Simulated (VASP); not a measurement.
Wanted: the native input for a VASP 6.6.1 run.

| Item | Value |
| --- | --- |
| Task | single point |
| Functional | PBE |
| Potentials or basis | VASP PAW PBE potentials, release 64 (Hg, Te) |
| Cutoff | 520 eV |
| k mesh | 10 × 10 × 10 |
| Occupations | gaussian, width 0.02 eV |
| Spin | no spin polarisation |
| Dipole correction | no |
| Further INCAR settings | ALGO = Normal; EDIFF = 1e-06; NBANDS = 16 |

The structure of HgTe lies in POSCAR:

```
HgTe
1.0
   -3.0456030000      3.0456030000      1.5594100000
    3.0456030000     -3.0456030000      1.5594100000
    3.0456030000      3.0456030000     -1.5594100000
Hg Te
1 1
Direct
    0.7500000000      0.2500000000      0.5000000000
    0.0000000000      0.0000000000      0.0000000000
```

The input as run:

INCAR

```
PREC = Accurate
ENCUT = 520
EDIFF = 1E-6
ISMEAR = 0
SIGMA = 0.02
LREAL = F
LASPH = T
NELM = 60
ALGO = Normal
ISIF = 2
LWAVE = F
LCHARG = F
GGA = PE
NBANDS = 16
```

KPOINTS

```
Automatic mesh
0
Gamma
  10 10 10
```

Potentials or basis: VASP PAW PBE potentials, release 64 (Hg, Te).

Launch:

```bash
$ cat potpaw_PBE.64/Hg/POTCAR potpaw_PBE.64/Te/POTCAR > POTCAR
$ mpirun -np 1 vasp_std > vasp.out
```

Results of the run:

```
Pressure               : 0.1 GPa
Band gap on the k mesh : zero (band 9 reaches 5.91 eV, above the bottom of band 10 at 2.54 eV)
```

Caveat: spin-orbit coupling is left out, which moves the levels of the heavy elements.

Wall time 32 s on 1 thread of Intel(R) Xeon(R) 6975P-C (Granite Rapids), with other jobs on the host, peak memory 0.26 GiB.
